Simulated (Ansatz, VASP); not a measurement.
**Rh: VASP beside Ansatz**

```xyz
2
Lattice="0.0000 2.6653 2.6653 2.6653 0.0000 2.6653 2.6653 2.6653 0.0000" Properties=species:S:1:pos:R:3 pbc="T T T"
Rh    0.6663    0.6663    0.6663
Rh    4.6643    4.6643    4.6643
```

Alike in both runs: task single point; functional RPBE; k mesh 11 × 11 × 11; occupations fermi-dirac, width 0.1 eV; no spin polarisation.

```csv
,VASP,Ansatz
version,VASP 6.6.1,Ansatz 0.2.0
potentials or method,"VASP PAW PBE potentials, release 64 (Rh_pv), cutoff 520 eV","plane waves (420 eV) with PAW, scalar-relativistic"
valence electrons in the cell,30,34
```

|  | VASP | Ansatz | Ansatz less VASP |
| --- | --- | --- | --- |
| pressure (GPa) | 20.6 | 20.3 | -0.28 |

VASP's potentials were made for PBE, not for RPBE. VASP's potentials hold 30 valence electrons a cell and Ansatz's 34, so a difference there can come from the potentials and not from the codes.
